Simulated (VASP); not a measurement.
# S (R-3m) in VASP: single point with PBE

Aim: the single point of S with PBE.

Everything below comes from runs of VASP 6.6.1. Logs are shortened: lines on timing, memory, paths and dates and some standing lists are left out, and cuts for length are marked.

## (1) The cell of the first run

Symmetry: R-3m, No. 166, trigonal system. The conventional cell has a = 3.174 Å, b = 3.174 Å, c = 4.613 Å, α = 90.00°, β = 90.00°, γ = 120.00°. Within 3.2 Å of S (site symmetry -3m) lie 12 S at 2.39 to 3.17 Å.

## (2) Single point, PBE

INCAR reads:

```
SYSTEM = S
ALGO     = Normal         ! electronic algorithm
EDIFF    = 1E-6           ! SCF threshold, eV
ENCUT    = 520            ! plane-wave cutoff, eV
GGA      = PE             ! functional
ISIF     = 2              ! what is computed and relaxed
ISMEAR   = -1             ! smearing method
LASPH    = .TRUE.         ! aspherical terms in the spheres
LCHARG   = .TRUE.         ! write CHGCAR
LELF     = .TRUE.         ! ELF
LREAL    = .FALSE.        ! projectors in reciprocal space
LVHAR    = .TRUE.       
LWAVE    = .FALSE.        ! write WAVECAR
NBANDS   = 13             ! bands
NELM     = 100            ! most SCF steps
PREC     = Accurate       ! precision mode
SIGMA    = 0.05           ! smearing width, eV
```

KPOINTS reads:

```
k-points
0
G
  13 13 13
  0 0 0
```

POSCAR reads:

```
S
1.0
    1.5872408228     -0.9163939163      3.0750152594
    0.0000000000      1.8327878326      3.0750152594
   -1.5872408228     -0.9163939163      3.0750152594
S
2
Direct
    0.2500000000      0.2500000000      0.2500000000
   -0.2500000000     -0.2500000000     -0.2500000000
```

Potentials or basis: VASP PAW PBE potentials, release 64 (S).

The run is started by

```sh
$ cat potpaw_PBE.64/S/POTCAR > POTCAR
$ mpirun -np 1 vasp_std > vasp.out
```

OUTCAR:

```text
SYSTEM = S
   EDIFF = 1E-6
   ENCUT = 520
   GGA = PE
   ISIF = 2
   ISMEAR = -1
   LASPH = .TRUE.
   LREAL = .FALSE.
   NELM = 100
   PREC = Accurate

 ion  position               nearest neighbor table
   1  0.250  0.250  0.250-   2 2.39   2 2.39   2 2.39   2 2.39   2 2.39   2 2.39
   2  0.750  0.750  0.750-   1 2.39   1 2.39   1 2.39   1 2.39   1 2.39   1 2.39

  LATTYP: Found a trigonal (rhomboedric) cell.
 ALAT       =     3.5797807314
 COS(alpha) =     0.6068097021

  Lattice vectors:

 A1 = (   1.5872408228,  -0.9163939163,   3.0750152594)
 A2 = (   0.0000000000,   1.8327878326,   3.0750152594)
 A3 = (  -1.5872408228,  -0.9163939163,   3.0750152594)

Analysis of symmetry for initial positions (statically):
=====================================================================
 Subroutine PRICEL returns following result:

  LATTYP: Found a trigonal (rhomboedric) cell.
 ALAT       =     2.3922878068
 COS(alpha) =     0.1195822461

  Lattice vectors:

 A1 = (   1.5872408228,   0.9163939163,   1.5375076297)
 A2 = (  -1.5872408228,   0.9163939163,   1.5375076297)
 A3 = (   0.0000000000,  -1.8327878326,   1.5375076297)

   2 primitive cells build up your supercell.

 Routine SETGRP: Setting up the symmetry group for a
 trigonal (rhombohedral) supercell.

 Subroutine GETGRP returns: Found 12 space group operations
 (whereof 12 operations were pure point group operations)
 out of a pool of 12 trial point group operations.

The static configuration has the point symmetry D_3d.

Analysis of symmetry for dynamics (positions and initial velocities):
=====================================================================
 Subroutine PRICEL returns following result:

  LATTYP: Found a trigonal (rhomboedric) cell.
 ALAT       =     2.3922878068
 COS(alpha) =     0.1195822461

  Lattice vectors:

 A1 = (   1.5872408228,   0.9163939163,   1.5375076297)
 A2 = (  -1.5872408228,   0.9163939163,   1.5375076297)
 A3 = (   0.0000000000,  -1.8327878326,   1.5375076297)

   2 primitive cells build up your supercell.

 Routine SETGRP: Setting up the symmetry group for a
 trigonal (rhombohedral) supercell.

 Subroutine GETGRP returns: Found 12 space group operations
 (whereof 12 operations were pure point group operations)
 out of a pool of 12 trial point group operations.

The dynamic configuration has the point symmetry D_3d.

 Subroutine INISYM returns: Found 12 space group operations
 (whereof 12 operations are pure point group operations),
 and found     2 'primitive' translations

----------------------------------------------------------------------------------------

                                     Primitive cell

  volume of cell :      13.4182

  direct lattice vectors                    reciprocal lattice vectors
     1.587240823  0.916393916  1.537507630     0.315012059  0.181872297  0.216801092
    -1.587240823  0.916393916  1.537507630    -0.315012059  0.181872297  0.216801092
     0.000000000 -1.832787833  1.537507630     0.000000000 -0.363744594  0.216801092

  length of vectors
     2.392287807  2.392287807  2.392287807     0.423453473  0.423453473  0.423453473

  position of ions in fractional coordinates (direct lattice)
     0.500000000  0.500000000  0.500000000

  ion indices of the primitive-cell ions
   primitive index   ion index
                 1           1

----------------------------------------------------------------------------------------

 KPOINTS: k-points

Automatic generation of k-mesh.
 Grid dimensions read from file:
 generate k-points for:   13   13   13

 Generating k-lattice:

  Cartesian coordinates                     Fractional coordinates (reciprocal lattice)
     0.024231697 -0.013990177  0.008338504     0.076923077  0.000000000  0.000000000
     0.000000000  0.027980353  0.008338504     0.000000000  0.076923077  0.000000000
    -0.024231697 -0.013990177  0.008338504     0.000000000  0.000000000  0.076923077

  Length of vectors
     0.029196418  0.029196418  0.029196418

  Shift w.r.t. Gamma in fractional coordinates (k-lattice)
     0.000000000  0.000000000  0.000000000

 Subroutine IBZKPT returns following result:
 ===========================================

 Found    231 irreducible k-points:

 Following reciprocal coordinates:
            Coordinates               Weight
  0.000000  0.000000  0.000000      1.000000
  0.076923  0.000000  0.000000      6.000000
  0.153846  0.000000  0.000000      6.000000
  0.230769 -0.000000 -0.000000      6.000000
  0.307692  0.000000  0.000000      6.000000
  0.384615  0.000000 -0.000000      6.000000
[... 16 lines left out ...]
  0.384615  0.153846 -0.000000     12.000000
  0.461538  0.153846  0.000000     12.000000
 [... further k-points ...]
   k-points           NKPTS =    231   k-points in BZ     NKDIM =    231   number of bands    NBANDS=     13
   number of dos      NEDOS =    301   number of ions     NIONS =      2
   total plane-waves  NPLWV =  21952
   dimension x,y,z NGX =    28 NGY =   28 NGZ =   28
   dimension x,y,z NGXF=    56 NGYF=   56 NGZF=   56
   ions per type =               2
   NGX,Y,Z   is equivalent  to a cutoff of  13.00, 13.00, 13.00 a.u.
   NGXF,Y,Z  is equivalent  to a cutoff of  26.01, 26.01, 26.01 a.u.
 SYSTEM =  S
   PREC   = accura    normal or accurate (medium, high low for compatibility)
   ISTART =      0    job   : 0-new  1-cont  2-samecut
   ICHARG =      2    charge: 1-file 2-atom 10-const
   ISPIN  =      1    spin polarized calculation?
   LNONCOLLINEAR =      F non collinear calculations
   LSORBIT =      F    spin-orbit coupling
   LASPH  =      T    aspherical Exc in radial PAW
   ENCUT  =  520.0 eV  38.22 Ry    6.18 a.u.   6.66  6.66  6.66*2*pi/ulx,y,z
   NELM   =    100;   NELMIN=  2; NELMDL= -5     # of ELM steps
   EDIFF  = 0.1E-05   stopping-criterion for ELM
   LREAL  =      F    real-space projection
   EDIFFG = 0.1E-04   stopping-criterion for IOM
   NSW    =      0    number of steps for IOM
   IBRION =     -1    ionic relax: 0-MD 1-quasi-New 2-CG
   NFREE  =      0    steps in history (QN), initial steepest desc. (CG)
   ISIF   =      2    stress and relaxation
   ISYM   =      2    0-nonsym 1-usesym 2-fastsym
   POTIM  = 0.5000    time-step for ionic-motion
   TEBEG  =    0.0;   TEEND  =   0.0 temperature during run
   PSTRESS=    0.0 pullay stress
   NELECT =      12.0000    total number of electrons
   NUPDOWN=      -1.0000    fix difference up-down
   EMIN   =  10.00;   EMAX   =-10.00  energy-range for DOS
   EFERMI =   0.00;   METHOD = LEGACY
   ISMEAR =    -1;   SIGMA  =   0.05  broadening in eV -4-tet -1-fermi 0-gaus
   EFERMI_NEDOS =   21; number of points for ismear=-14 and -15
   IALGO  =     38    algorithm
   IMIX   =      4    mixing-type and parameters
     AMIX     =   0.40;   BMIX     =  1.00
     AMIX_MAG =   1.60;   BMIX_MAG =  1.00
  volume/ion in A,a.u.               =      13.42        90.55
  Fermi-wavevector in a.u.,A,eV,Ry     =   1.251874  2.365699 21.322905  1.567189
  Thomas-Fermi vector in A             =   2.385801
   LORBIT       =      0    0 simple, 1 ext, 2 COOP (PROOUT), +10 PAW based schemes
   GGA     = PE    functional components
   LHFCALC =     F    Hartree Fock is set to
   AEXX    =    0.0000 exact exchange contribution
   IVDW    =     0    specifies the selected vdW correction
   LEPSILON=     F    determine dielectric tensor
   LRPA    =     F    only Hartree local field effects (RPA)
 non-spin polarized calculation
  energy-cutoff  :      520.00
  volume of cell :       26.84
 maximum number of plane-waves:       734
   NGX = 13   NGY = 13   NGZ = 13

 number of electron      12.0000001 magnetization

 Free energy of the ion-electron system (eV)
  ---------------------------------------------------
  ext. energy  EPLUGINS =         0.00000000
  ---------------------------------------------------
  free energy    TOTEN  =        -6.40726483 eV

  energy without entropy =       -6.40186125  energy(sigma->0) =       -6.40456304

 E-fermi :  10.8660     XC(G=0): -11.7769

 val. band max:       10.8513241472   @ k =  -0.2308   0.1538   0.1538
 cond. band min:      10.8706097025   @ k =  -0.3077   0.4615   0.0769
 fundamental gap:      0.0192855553
 Fermi energy:        10.8659701391

 k-point     1 :       0.0000    0.0000    0.0000
  band No.  band energies     occupation
      1      -8.8531      2.00000
      2       3.1592      2.00000
      3       4.2153      2.00000
      4       7.1844      2.00000
      5       7.1844      2.00000
      6      12.7219      0.00000
      7      12.7219      0.00000
      8      13.9621      0.00000
      9      14.3471      0.00000
     10      16.5057      0.00000
     11      16.5057      0.00000
     12      17.6668      0.00000
     13      17.6668      0.00000

 k-point     2 :       0.0769    0.0000    0.0000
  band No.  band energies     occupation
      1      -8.7443      2.00000
      2       2.7192      2.00000
      3       4.4398      2.00000
      4       7.0888      2.00000
      5       7.1511      2.00000
      6      12.2572      0.00000
      7      12.3656      0.00000
      8      13.3256      0.00000
      9      14.7115      0.00000
     10      16.3863      0.00000
     11      16.7637      0.00000
     12      18.3125      0.00000
     13      18.5757      0.00000

 k-point     3 :       0.1538    0.0000    0.0000
  band No.  band energies     occupation
      1      -8.4191      2.00000
      2       1.7594      2.00000
      3       4.7104      2.00000
      4       7.0219      2.00000
      5       7.0757      2.00000
      6      11.2827      0.00048
      7      11.3135      0.00026
      8      12.3772      0.00000
      9      15.4144      0.00000
     10      16.5208      0.00000
     11      17.5118      0.00000
     12      19.8251      0.00000
     13      20.4163      0.00000
[... 305 lines left out ...]
 k-point    23 :       0.3846    0.1538   -0.0000
  band No.  band energies     occupation
      1      -6.5790      2.00000
      2      -1.3314      2.00000
      3       3.9516      2.00000
      4       5.6077      2.00000
      5       5.7697      2.00000
      6      10.5450      1.99675
      7      10.7900      1.64110
      8      12.2116      0.00000
      9      16.4737      0.00000
     10      19.1182      0.00000
     11      22.4696      0.00000
     12      22.9653      0.00000
     13      23.0327      0.00000

 k-point    24 :       0.4615    0.1538    0.0000
  band No.  band energies     occupation
      1      -5.6124      2.00000
      2      -2.6124      2.00000
      3       4.1789      2.00000
      4       4.8752      2.00000
      5       5.8485      2.00000
      6       9.5084      2.00000
      7      11.4182      0.00003
      8      11.5078      0.00001
      9      18.1373      0.00000
     10      20.2444      0.00000
     11      20.6045      0.00000
     12      24.8443      0.00000
     13      25.1993      0.00000

 [... further k-points ...]
[... 5 lines left out ...]
  --------------------------------------------------------------------------------------
  -------------------------------------------------------------------------------------
  Total        5.0675285      5.0675285      5.0859424     -0.0000000     -0.0000000     -0.0000000
  in kB      302.5403028    302.5403028    303.6396418     -0.0000000     -0.0000000     -0.0000000
  external PRESSURE =     302.9067492 kB  Pullay stress =       0.0000000 kB

 VOLUME and BASIS-vectors are now :
 -----------------------------------------------------------------------------
  energy-cutoff  :      520.00
  volume of cell :       26.84
      direct lattice vectors                 reciprocal lattice vectors
     1.587240823 -0.916393916  3.075015259     0.315012059 -0.181872297  0.108400546
     0.000000000  1.832787833  3.075015259     0.000000000  0.363744594  0.108400546
    -1.587240823 -0.916393916  3.075015259    -0.315012059 -0.181872297  0.108400546

 POSITION                                       TOTAL-FORCE (eV/Angst)
 -----------------------------------------------------------------------------------
      0.00000      0.00000      2.30626        -0.000000     -0.000000      0.000000
      0.00000      0.00000      6.91878         0.000000      0.000000     -0.000000
 -----------------------------------------------------------------------------------
    total drift:                               -0.000000     -0.000000     -0.000000

  FREE ENERGIE OF THE ION-ELECTRON SYSTEM (eV)
  ---------------------------------------------------
  free  energy   TOTEN  =        -6.4072648337 eV

  energy  without entropy=       -6.4018612474  energy(sigma->0) =       -6.40456304
```

Run time: 75 s. Hardware: 1 thread of Intel Xeon Platinum 8488C (Sapphire Rapids), shared host; peak memory 0.19 GiB.

Results:

```
Free energy            : -6.4073 eV
Pressure               : 30.3 GPa
Band gap on the k mesh : zero (band 6 reaches 13.26 eV, above the bottom of band 7 at 8.32 eV)
```

Stress tensor (GPa, compression positive):
```
30.25  0.00  0.00
 0.00 30.25  0.00
 0.00  0.00 30.36
```

Levels at points of the mesh, in eV from the Fermi level:
```csv
k point,band 4,band 5,band 6,band 7,band 8,band 9
"(0.00, 0.00, 0.00)",-3.68,-3.68,1.86,1.86,3.10,3.48
```
